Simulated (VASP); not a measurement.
# MgO (dscan) (Fm-3m) in VASP: further runs, part 2 of 2

VASP 6.6.1. The steps go on from the part before.

## (3) Single point, r2SCAN

This run uses another cell than the first one, of 9.59 Å³/atom, 1.030 times its volume.

POSCAR reads:

```
MgO
1.0
    0.0000000000      2.1245000000      2.1245000000
    2.1245000000      0.0000000000      2.1245000000
    2.1245000000      2.1245000000      0.0000000000
Mg O
1 1
Direct
    0.0000000000      0.0000000000      0.0000000000
    0.5000000000      0.5000000000      0.5000000000
```

INCAR.step1 reads:

```
  PREC = Accurate
  ENCUT = 520
  ISMEAR = 0
  SIGMA = 0.1
  LREAL = F
  LASPH = T
  NELM = 60
  NBANDS = 11
  GGA = PE
  ALGO = Normal
  EDIFF = 1E-4
  LWAVE = T
  LCHARG = F
```

INCAR.step2 reads:

```
  PREC = Accurate
  ENCUT = 520
  EDIFF = 1E-6
  ISMEAR = 0
  SIGMA = 0.1
  LREAL = F
  LASPH = T
  NELM = 60
  ALGO = Normal
  ISIF = 2
  LWAVE = F
  LCHARG = F
  METAGGA = R2SCAN
  LMIXTAU = T
  NBANDS = 11
  ISTART = 1
```

KPOINTS reads:

```
Automatic mesh
0
Gamma
  8 8 8
```

Potentials or basis: VASP PAW PBE potentials, release 64 (Mg, O).

Run with:

```bash
$ cat potpaw_PBE.64/Mg/POTCAR potpaw_PBE.64/O/POTCAR > POTCAR
$ cp INCAR.step1 INCAR
$ mpirun -np 1 vasp_std > vasp.out
$ cp INCAR.step2 INCAR
$ mpirun -np 1 vasp_std > vasp.out
```

OUTCAR:

```text
PREC = Accurate
   ENCUT = 520
   EDIFF = 1E-6
   ISMEAR = 0
   LREAL = F
   LASPH = T
   NELM = 60
   ISIF = 2
   METAGGA = R2SCAN
   ISTART = 1

 ion  position               nearest neighbor table
   1  0.000  0.000  0.000-   2 2.12   2 2.12   2 2.12   2 2.12   2 2.12   2 2.12
   2  0.500  0.500  0.500-   1 2.12   1 2.12   1 2.12   1 2.12   1 2.12   1 2.12

  LATTYP: Found a face centered cubic cell.
 ALAT       =     4.2490000000

  Lattice vectors:

 A1 = (   0.0000000000,   2.1245000000,   2.1245000000)
 A2 = (   2.1245000000,   0.0000000000,   2.1245000000)
 A3 = (   2.1245000000,   2.1245000000,   0.0000000000)

Analysis of symmetry for initial positions (statically):
=====================================================================
 Subroutine PRICEL returns:
 Original cell was already a primitive cell.

 Routine SETGRP: Setting up the symmetry group for a
 face centered cubic supercell.

 Subroutine GETGRP returns: Found 48 space group operations
 (whereof 48 operations were pure point group operations)
 out of a pool of 48 trial point group operations.

The static configuration has the point symmetry O_h .

Analysis of symmetry for dynamics (positions and initial velocities):
=====================================================================
 Subroutine PRICEL returns:
 Original cell was already a primitive cell.

 Routine SETGRP: Setting up the symmetry group for a
 face centered cubic supercell.

 Subroutine GETGRP returns: Found 48 space group operations
 (whereof 48 operations were pure point group operations)
 out of a pool of 48 trial point group operations.

The dynamic configuration has the point symmetry O_h .

 Subroutine INISYM returns: Found 48 space group operations
 (whereof 48 operations are pure point group operations),
 and found     1 'primitive' translations

----------------------------------------------------------------------------------------

[... 118 lines left out ...]
   LHFCALC =     F    Hartree Fock is set to
   AEXX    =    0.0000 exact exchange contribution
   IVDW    =     0    specifies the selected vdW correction
   LEPSILON=     F    determine dielectric tensor
   LRPA    =     F    only Hartree local field effects (RPA)
 non-spin polarized calculation
 Gauss-broadening in eV      SIGMA  =   0.10
  energy-cutoff  :      520.00
  volume of cell :       19.18
 maximum number of plane-waves:       534
 NGX is ok and might be reduce to    24
   NGX = 11   NGY = 11   NGZ = 11

 number of electron       8.0000004 magnetization

 Free energy of the ion-electron system (eV)
  ---------------------------------------------------
  ext. energy  EPLUGINS =         0.00000000
  ---------------------------------------------------
  free energy    TOTEN  =       -16.14820198 eV

  energy without entropy =      -16.14820198  energy(sigma->0) =      -16.14820198

 E-fermi :   3.0184     XC(G=0): -11.4609

 val. band max:        2.5866398568   @ k =   0.0000   0.0000   0.0000
 cond. band min:       7.9298567115   @ k =   0.0000   0.0000   0.0000
 fundamental gap:      5.3432168547
 Fermi energy:         3.0183708889

 k-point     1 :       0.0000    0.0000    0.0000
  band No.  band energies     occupation
      1     -15.4824      2.00000
      2       2.5866      2.00000
      3       2.5866      2.00000
      4       2.5866      2.00000
      5       7.9299      0.00000
      6      19.2648      0.00000
      7      19.2648      0.00000
      8      19.2648      0.00000
      9      23.3358      0.00000
     10      25.0754      0.00000
     11      25.0754      0.00000
[... 309 lines left out ...]
 k-point    24 :      -0.3750    0.2500    0.1250
  band No.  band energies     occupation
      1     -14.1581      2.00000
      2      -1.3078      2.00000
      3       0.7029      2.00000
      4       1.6157      2.00000
      5      13.0165      0.00000
      6      15.6591      0.00000
      7      16.9391      0.00000
      8      20.3582      0.00000
      9      24.0339      0.00000
     10      25.7157      0.00000
     11      29.8634      0.00000

 [... further k-points ...]

------------------------ aborting loop because EDIFF is reached ----------------------------------------

  FORCE on cell =-STRESS in cart. coord.  units (eV):
  Direction    XX          YY          ZZ          XY          YZ          ZX
  --------------------------------------------------------------------------------------
  -------------------------------------------------------------------------------------
  Total       -0.7267355     -0.7267355     -0.7267355     -0.0000000      0.0000000      0.0000000
  in kB      -60.7137113    -60.7137113    -60.7137113     -0.0000000      0.0000000      0.0000000
  external PRESSURE =     -60.7137113 kB  Pullay stress =       0.0000000 kB

 VOLUME and BASIS-vectors are now :
 -----------------------------------------------------------------------------
  energy-cutoff  :      520.00
  volume of cell :       19.18
      direct lattice vectors                 reciprocal lattice vectors
     0.000000000  2.124500000  2.124500000    -0.235349494  0.235349494  0.235349494
     2.124500000  0.000000000  2.124500000     0.235349494 -0.235349494  0.235349494
     2.124500000  2.124500000  0.000000000     0.235349494  0.235349494 -0.235349494

 POSITION                                       TOTAL-FORCE (eV/Angst)
 -----------------------------------------------------------------------------------
      0.00000      0.00000      0.00000        -0.000000      0.000000      0.000000
      2.12450      2.12450      2.12450         0.000000     -0.000000     -0.000000
 -----------------------------------------------------------------------------------
    total drift:                               -0.000000     -0.000000      0.000000

  FREE ENERGIE OF THE ION-ELECTRON SYSTEM (eV)
  ---------------------------------------------------
  free  energy   TOTEN  =       -16.1482019783 eV

  energy  without entropy=      -16.1482019783  energy(sigma->0) =      -16.14820198
```

It took 26 s on 1 thread of Intel Xeon 6975P-C, shared host; peak memory 0.14 GiB.

What came out:

```yaml
Free_energy: -16.1482 eV
Pressure: -6.1 GPa
Band_gap_on_the_k_mesh: 5.34 eV, direct
```

Caveat: the PAW data sets were made with another functional, which shifts forces and pressure a little.

## (4) Relaxation of cell and atoms, r2SCAN

This run uses another cell than the first one, of 9.59 Å³/atom, 1.030 times its volume.

POSCAR is that of step 3.

INCAR.step1 reads:

```
ALGO = Normal
EDIFF = 1E-4
ENCUT = 600
GGA = PE
ISMEAR = 0
LASPH = True
LCHARG = False
LREAL = False
LWAVE = True
NELM = 80
PREC = Accurate
SIGMA = 0.02
```

INCAR.step2 reads:

```
ALGO = Normal
EDIFF = 1E-6
EDIFFG = -0.002
ENCUT = 600
IBRION = 2
ISIF = 3
ISMEAR = 0
ISTART = 1
LASPH = True
LCHARG = False
LMIXTAU = True
LREAL = False
LWAVE = False
METAGGA = R2SCAN
NELM = 80
NSW = 100
PREC = Accurate
SIGMA = 0.02
```

KPOINTS reads:

```
k-points
0
Gamma
  8 8 8
```

Run with:

```bash
$ cat potpaw_PBE.64/Mg/POTCAR potpaw_PBE.64/O/POTCAR > POTCAR
$ cp INCAR.step1 INCAR
$ mpirun -np 1 vasp_std > vasp.out
$ cp INCAR.step2 INCAR
$ mpirun -np 1 vasp_std > vasp.out
```

Wall time 60 s (1 thread of Intel Xeon 6975P-C, shared host); peak memory 0.15 GiB.

It converged, with:

```yaml
Free_energy: -16.1670 eV
Relaxed_volume: 9.21 Å³/atom
Relaxed_cell: a = 2.965 Å, b = 2.965 Å, c = 2.965 Å, α = 60.00°, β = 60.00°, γ = 60.00°
Space_group_after_relaxing_to_0.05_Å: Fm-3m (No. 225)
Energy_gained_by_relaxing: 7.6 meV/atom
Ionic_steps: 3
Pressure_after_relaxing: 0.0 GPa
Band_gap_on_the_k_mesh: 5.75 eV, direct
```

Step by step:
```tsv
step	energy change (eV)	largest force (eV/Å)	pressure (GPa)	volume (Å³)
1	0.0000	0.0000	-6.28	19.18
2	-0.0131	0.0000	2.63	18.15
3	-0.0153	0.0000	0.02	18.43
```

Final structure:
```cif
data_structure
_symmetry_space_group_name_H-M 'P 1'
_symmetry_Int_Tables_number 1
_cell_length_a 2.9647
_cell_length_b 2.9647
_cell_length_c 2.9647
_cell_angle_alpha 60.000
_cell_angle_beta 60.000
_cell_angle_gamma 60.000
_cell_volume 18.43
loop_
_atom_site_label
_atom_site_type_symbol
_atom_site_fract_x
_atom_site_fract_y
_atom_site_fract_z
_atom_site_occupancy
Mg1 Mg 0.00000 0.00000 0.00000 1
O1 O 0.50000 0.50000 0.50000 1
```

Levels at points of the mesh, in eV from the valence-band top:
| k point | band 1 | band 2 | band 3 | band 4 | band 5 | band 6 | band 7 | band 8 |
| --- | --- | --- | --- | --- | --- | --- | --- | --- |
| (0.00, 0.00, 0.00) | -18.27 | 0.00 | 0.00 | 0.00 | 5.75 | 16.92 | 16.92 | 16.92 |
| (0.50, 0.00, 0.00) | -16.99 | -4.67 | -0.69 | -0.69 | 8.90 | 13.97 | 17.57 | 17.57 |
| (0.50, 0.50, 0.00) | -16.73 | -4.16 | -1.39 | -1.39 | 10.06 | 11.22 | 14.45 | 20.59 |

Caveat: the PAW data sets were made with another functional, which shifts forces and pressure a little. r2SCAN opens gaps a little over a GGA but as a rule still falls short of measured ones.

## (5) Single point, r2SCAN

This run uses another cell than the first one, of 9.59 Å³/atom, 1.030 times its volume.

POSCAR is that of step 4.

INCAR.step1 reads:

```
  PREC = Accurate
  ENCUT = 660
  ISMEAR = 0
  SIGMA = 0.1
  LREAL = F
  LASPH = T
  NELM = 120
  NBANDS = 15
  GGA = PE
  ALGO = Normal
  EDIFF = 1E-5
  LWAVE = T
  LCHARG = F
  GGA_COMPAT = F
```

INCAR.step2 reads:

```
  PREC = Accurate
  ENCUT = 660
  EDIFF = 1E-6
  ISMEAR = 0
  SIGMA = 0.1
  LREAL = F
  LASPH = T
  NELM = 120
  ALGO = Normal
  ISIF = 2
  LWAVE = F
  LCHARG = F
  METAGGA = R2SCAN
  LMIXTAU = T
  NBANDS = 15
  ISTART = 1
  GGA_COMPAT = F
```

KPOINTS reads:

```
Automatic mesh
0
Gamma
  8 8 8
```

Potentials or basis: VASP PAW PBE potentials, release 64 (Mg_sv, O).

Run with:

```bash
$ cat potpaw_PBE.64/Mg_sv/POTCAR potpaw_PBE.64/O/POTCAR > POTCAR
$ cp INCAR.step1 INCAR
$ mpirun -np 1 vasp_std > vasp.out
$ cp INCAR.step2 INCAR
$ mpirun -np 1 vasp_std > vasp.out
```

Wall time 56 s (1 thread of Intel Xeon Platinum 8488C (Sapphire Rapids), shared host); peak memory 0.16 GiB.

Results (log left out):

```yaml
Free_energy: -16.1678 eV
Pressure: -5.0 GPa
Band_gap_on_the_k_mesh: 5.40 eV, direct
```

Levels at points of the mesh, in eV from the valence-band top:
```tsv
k point	band 4	band 5	band 6	band 7	band 8	band 9	band 10	band 11	band 12	band 13
(0.00, 0.00, 0.00)	-40.16	-18.06	0.00	0.00	0.00	5.40	16.70	16.70	16.70	20.74
(0.50, 0.00, 0.00)	-40.17	-16.85	-4.48	-0.65	-0.65	8.65	13.54	17.23	17.23	22.11
(0.50, 0.50, 0.00)	-40.19	-16.64	-3.97	-1.33	-1.33	10.00	10.89	14.02	20.04	20.04
```

Caveat: the PAW data sets were made with another functional, which shifts forces and pressure a little. r2SCAN opens gaps a little over a GGA but as a rule still falls short of measured ones.

## (6) Single point, r2SCAN

POSCAR reads:

```
MgO
1.0
    0.0000000000      2.1037661437      2.1037661437
    2.1037661437      0.0000000000      2.1037661437
    2.1037661437      2.1037661437      0.0000000000
Mg O
1 1
Direct
    0.0000000000      0.0000000000      0.0000000000
    0.5000000000      0.5000000000      0.5000000000
```

INCAR.step1 reads:

```
ALGO     = Normal         # electronic algorithm
EDIFF    = 1E-5           # SCF threshold, eV
ENCUT    = 660            # plane-wave cutoff, eV
GGA      = PE             # functional
GGA_COMPAT= False        
ISMEAR   = 0              # smearing method
LASPH    = True           # aspherical terms in the spheres
LCHARG   = False          # write CHGCAR
LREAL    = False          # projectors in reciprocal space
LWAVE    = True           # write WAVECAR
NBANDS   = 15             # bands
NELM     = 120            # most SCF steps
PREC     = Accurate       # precision mode
SIGMA    = 0.02           # smearing width, eV
```

INCAR.step2 reads:

```
ALGO     = Normal         # electronic algorithm
EDIFF    = 1E-6           # SCF threshold, eV
ENCUT    = 660            # plane-wave cutoff, eV
GGA_COMPAT= False        
ISIF     = 2              # what is computed and relaxed
ISMEAR   = 0              # smearing method
ISTART   = 1            
LASPH    = True           # aspherical terms in the spheres
LCHARG   = True           # write CHGCAR
LELF     = True           # ELF
LMIXTAU  = True         
LREAL    = False          # projectors in reciprocal space
LVHAR    = True         
LWAVE    = False          # write WAVECAR
METAGGA  = R2SCAN         # meta-GGA
NBANDS   = 15             # bands
NELM     = 120            # most SCF steps
PREC     = Accurate       # precision mode
SIGMA    = 0.02           # smearing width, eV
```

KPOINTS reads:

```
k-points
0
Gamma
  8 8 8
```

Potentials or basis: VASP PAW PBE potentials, release 64 (Mg_sv, O).

Run with:

```bash
$ cat potpaw_PBE.64/Mg_sv/POTCAR potpaw_PBE.64/O/POTCAR > POTCAR
$ cp INCAR.step1 INCAR
$ mpirun -np 1 vasp_std > vasp.out
$ cp INCAR.step2 INCAR
$ mpirun -np 1 vasp_std > vasp.out
```

Wall time 35 s (1 thread of AMD EPYC 9R45 (Zen 5), shared host); peak memory 0.13 GiB.

It converged, with:

* Free energy: -16.1735 eV
* Pressure: -0.5 GPa
* Band gap on the k mesh: 5.69 eV, direct

Levels at points of the mesh, in eV from the valence-band top:
| k point | band 5 | band 6 | band 7 | band 8 | band 9 | band 10 | band 11 | band 12 |
| --- | --- | --- | --- | --- | --- | --- | --- | --- |
| (0.00, 0.00, 0.00) | -18.20 | 0.00 | 0.00 | 0.00 | 5.69 | 16.88 | 16.88 | 16.88 |
| (0.50, 0.00, 0.00) | -16.92 | -4.61 | -0.68 | -0.68 | 8.85 | 13.89 | 17.54 | 17.54 |
| (0.50, 0.50, 0.00) | -16.71 | -4.09 | -1.37 | -1.37 | 10.05 | 11.21 | 14.35 | 20.51 |

Caveat: the PAW data sets were made with another functional, which shifts forces and pressure a little.

## (7) Overview

```tsv
task	potentials or basis	cell	cutoff (eV)	smearing	second run	gap on the mesh (eV)	pressure (GPa)
single point	VASP PAW PBE potentials, release 64 (Mg, O)	a = 2.975 Å, angles 60.0°, 2 atoms	520	gaussian 0.02 eV	-	5.64	-1.5
single point	VASP PAW PBE potentials, release 64 (Mg, O)	a = 3.004 Å, angles 60.0°, 2 atoms	520	gaussian 0.1 eV	-	5.34	-6.1
relaxation of cell and atoms	VASP PAW PBE potentials, release 64 (Mg, O)	relaxed from a = 3.004 Å, angles 60.0°, 2 atoms	600	gaussian 0.02 eV	-	5.75	0.0
single point	VASP PAW PBE potentials, release 64 (Mg_sv, O)	a = 3.004 Å, angles 60.0°, 2 atoms	660	gaussian 0.1 eV	valence_matched	5.40	-5.0
single point	VASP PAW PBE potentials, release 64 (Mg_sv, O)	a = 2.975 Å, angles 60.0°, 2 atoms	660	gaussian 0.02 eV	valence_matched	5.69	-0.5
```

Alike in all rows: level r2SCAN; no spin polarisation; k mesh 8 × 8 × 8.

Caveats: the PAW data sets were made with another functional, which shifts forces and pressure a little.

Absolute energies hang on the potentials; compare differences alone.

## (8) How close it comes

Step 2. Measured gap of MgO: 7.83 eV (quoted in “Electronic structure of alkaline earth and post-transition metal oxides”, 2009, arxiv:0908.1581). This calculation gives 5.64 eV (-2.19 eV). The value is that of r2SCAN, without temperature or zero-point motion.

Step 6. A measured gap of MgO is 7.83 eV (quoted in “Electronic structure of alkaline earth and post-transition metal oxides”, 2009, arxiv:0908.1581); the calculated 5.69 eV misses it by -2.14 eV. The value is that of r2SCAN, without temperature or zero-point motion.
